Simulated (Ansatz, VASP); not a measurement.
**One calculation of LiH, two programs**

File INCAR:

```
PREC = Accurate
ENCUT = 520
EDIFF = 1E-7
ISMEAR = 0
SIGMA = 0.01
LREAL = F
LASPH = T
NELM = 80
ALGO = Normal
ISIF = 2
LWAVE = F
LCHARG = F
GGA = PS
NBANDS = 9
```

Contents of KPOINTS:

```
regular mesh
0
Gamma
  10 10 10
```

The input POSCAR:

```
LiH
1.0
    0.0000000000      1.9903685597      1.9903685597
    1.9903685597      0.0000000000      1.9903685597
    1.9903685597      1.9903685597      0.0000000000
Li H
1 1
Direct
    0.0025120976      0.0025120976      0.0025120976
    0.5000000000      0.5000000000      0.5000000000
```

Input for Ansatz:

```yaml
crystal:
  lattice:
    - [0.0, 1.99036855974, 1.99036855974]
    - [1.99036855974, 0.0, 1.99036855974]
    - [1.99036855974, 1.99036855974, 0.0]
  atoms:
    - { symbol: Li, position: [0.002512097559, 0.002512097559, 0.002512097559] }
    - { symbol: H, position: [0.5, 0.5, 0.5] }
kpoints:
  mp_grid: { grid: [10, 10, 10] }
scf:
  occupations: { method: fixed }
  convergence: { dr2_threshold: 1.0e-10 }
hamiltonian:
  xc: pbesol
  pseudopotentials: { kind: all_electron, lapw: { basis_error: 0.0005 } }
output:
  forces: true
  stress: true
  eigenstates:
    kpoints:
      - [0.0, 0.0, 0.0]
      - [0.0, -0.5, -0.5]
      - [-0.5, 0.0, -0.5]
      - [-0.5, -0.5, 0.0]
      - [-0.5, 0.0, 0.0]
      - [0.0, -0.5, 0.0]
      - [0.0, 0.0, -0.5]
      - [-0.5, -0.5, -0.5]
  eigenvalues: true
```

Change from the starting cell: atom 1 moved by [0.01, 0.01, 0.01] A.

Alike in both runs: task single point; functional PBEsol; k mesh 10 × 10 × 10; no spin polarisation.

|  | VASP | Ansatz |
| --- | --- | --- |
| version | VASP 6.6.1 | Ansatz 0.2.0 |
| potentials or method | VASP PAW PBE potentials, release 64 (Li_sv, H), cutoff 520 eV | all-electron LAPW, scalar-relativistic |
| occupations | gaussian, width 0.01 eV | fixed |

```tsv
	VASP	Ansatz	Ansatz less VASP
gap on the k mesh at the Fermi level (eV)	2.73	2.73	+0.002
rms of the force components (eV/Å)	0.013	0.012	-0.0001
```

VASP's potentials were made for PBE, not for PBEsol. Atom by atom the forces differ by 0.000 eV/Å (rms over components). Ansatz ran all-electron here, and VASP with PAW potentials.

Noted on VASP's run: the cutoff is short for stress, so the pressure is rough.
